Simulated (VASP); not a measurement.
Crystal: InAs.

```xyz
2
Lattice="0.0000 2.8773 2.8773 2.8773 0.0000 2.8773 2.8773 2.8773 0.0000" Properties=species:S:1:pos:R:3 pbc="T T T"
In    2.8773    2.8773    2.8773
As    0.0000    0.0000    0.0000
```

```yaml
Program: VASP 6.6.1
Task: relaxation of cell and atoms
Functional: LDA
Potentials_or_basis: VASP PAW LDA potentials, release 64 (In_d, As)
Cutoff: 600 eV
k_mesh: 6 × 6 × 6
Occupations: fermi-dirac, width 0.1 eV
Spin: no spin polarisation
```

At the start: pressure -4.7 GPa; volume 23.82 Å³/atom.

Q: How do energy, volume and symmetry change on relaxing?

A: Over 3 steps the energy falls by 28.6 meV/atom and the volume is 22.06 Å³/atom (-7.4 %); space group Fm-3m (No. 225, to 0.05 Å).

Step by step:
| step | energy change (eV) | largest force (eV/Å) | pressure (GPa) | volume (Å³) |
| --- | --- | --- | --- | --- |
| 1 | 0.0000 | 0.0000 | -4.73 | 47.64 |
| 2 | -0.0490 | 0.0000 | 2.25 | 42.96 |
| 3 | -0.0572 | 0.0000 | 0.07 | 44.12 |

Final structure:
```
In As
1.0
     0.00000    2.80458    2.80458
     2.80458    0.00000    2.80458
     2.80458    2.80458    0.00000
In As
1 1
Direct
  0.50000 0.50000 0.50000
  0.00000 0.00000 0.00000
```
